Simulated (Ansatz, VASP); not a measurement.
## One calculation of WC, two programs

```xyz
2
Lattice="2.7393 0.0000 0.0000 -1.3696 2.3242 0.0285 0.0000 0.0321 2.8993" Properties=species:S:1:pos:R:3 pbc="T T T"
W     0.0000    0.1280   -0.0562
C     1.3696    0.6628    1.5153
```

Alike in both runs: task single point; functional PBEsol; k mesh 16 × 16 × 12; occupations gaussian, width 0.1 eV; no spin polarisation.

|  | VASP | Ansatz |
| --- | --- | --- |
| version | VASP 6.6.1 | Ansatz 0.2.0 |
| potentials or method | VASP PAW PBE potentials, release 64 (W_sv, C), cutoff 520 eV | scalar-relativistic, plane waves, PAW |
| valence electrons in the cell | 18 | 18 |

VASP gave:

| Property | Result |
| --- | --- |
| gap on the k mesh at the Fermi level (eV) | none |
| pressure (GPa) | 69.2 |
| traceless stress, the component that is largest in VASP (GPa) | -36.00 |
| rms of the force components (eV/Å) | 2.791 |

Task: Which values does Ansatz return?

Result: gap on the k mesh at the Fermi level (eV): none; pressure (GPa): 66.8; traceless stress, the component that is largest in VASP (GPa): -36.08; rms of the force components (eV/Å): 2.770.

VASP's potentials were made for PBE, not for PBEsol. Atom by atom the forces differ by 0.026 eV/Å (rms over components). A gap of «none» marks a metal or a gap that the smearing closes. Both programs put the cell under a high pressure, so it lies far from rest at this level. The functional is the same, so the differences come from potentials, cutoffs and numerics.

Spin-orbit coupling is off throughout. Noted on VASP's run: the cell as given lies far from equilibrium.
